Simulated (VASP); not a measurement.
Runs of VASP 6.6.1 on Co. The structure is that of space group Fd-3m (No. 227), or close to it. The cells are those of the table. 

```tsv
task	cell	k mesh	cutoff (eV)	gap on the mesh (eV)	pressure (GPa)	moment (μB)
relaxation of cell and atoms	relaxed from a = 4.329 Å, angles 60.0°, 2 atoms	6 × 6 × 6	600	none	0.0	3.30
single point	a = 3.529 Å, angles 60.0°, 2 atoms	14 × 14 × 14	520	none	(b)	3.36
single point	a = 3.527 Å, angles 60.0°, 2 atoms	6 × 6 × 6	520	none	-0.8	3.30
single point	a = 4.329 Å, angles 60.0°, 2 atoms	6 × 6 × 6	520	none	(a)	3.91
```

Alike in all rows: level PBEsol; potentials or basis VASP PAW PBE potentials, release 64 (Co); spin collinear, ferromagnetic start; smearing gaussian 0.1 eV.

**Question.** Fill in the values left out.

**Answer.** (a) -16.4; (b) -0.9.

Caveats: some runs use coarse meshes; the PAW data sets were made with another functional, which shifts forces and pressure a little.

A gap of «none» marks levels without a gap at the run's occupations.
